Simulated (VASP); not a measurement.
Write the native input for VASP 6.6.1 that does the following.

| Property | Result |
| --- | --- |
| Task | single point |
| Functional | PBE |
| Potentials or basis | VASP PAW PBE potentials, release 64 (Ga_d) |
| Cutoff | 520 eV |
| k mesh | 6 × 6 × 6 |
| Occupations | gaussian, width 0.1 eV |
| Spin | no spin polarisation |
| Dipole correction | no |
| Further INCAR settings | ALGO = Normal; EDIFF = 1e-06; NBANDS = 26 |

The structure of Ga lies in POSCAR:

```
Ga
1.0
    1.5022638169      0.8673324190      7.2196534138
   -1.5022638169      0.8673324190      7.2196534138
    0.0000000000     -1.7346648381      7.2196534138
Ga
3
Direct
    0.0000000000      0.0000000000      0.0000000000
    0.2218960430      0.2218960430      0.2218960430
    0.7781039570      0.7781039570      0.7781039570
```

These files were run (other wordings do the same):

INCAR

```
SYSTEM = Ga
  PREC = Accurate
  ENCUT = 520
  EDIFF = 1E-6
  ISMEAR = 0
  SIGMA = 0.1
  LREAL = .False.
  LASPH = .True.
  NELM = 100
  ALGO = Normal
  ISIF = 2
  LWAVE = .False.
  LCHARG = .False.
  GGA = PE
  NBANDS = 26
```

KPOINTS

```
regular mesh
0
Gamma
  6 6 6
  0 0 0
```

Potentials or basis: VASP PAW PBE potentials, release 64 (Ga_d).

Run with:

```console
$ cat potpaw_PBE.64/Ga_d/POTCAR > POTCAR
$ mpirun -np 1 vasp_std > vasp.out
```

Results of the run:

```json
{"Pressure": "-0.1 GPa", "Largest force": "0.006 eV/Å", "Band gap on the k mesh": "zero (an odd number of electrons rules out a gap without spin polarisation)"}
```

Caveat: the k points lie up to 0.41 Å⁻¹ apart, too coarse for converged energies and pressures of a metal.

Run time: 110 s on 1 thread of AMD EPYC 9R45 96-Core Processor (Zen 5), with other jobs on the host, peak memory 0.37 GiB.
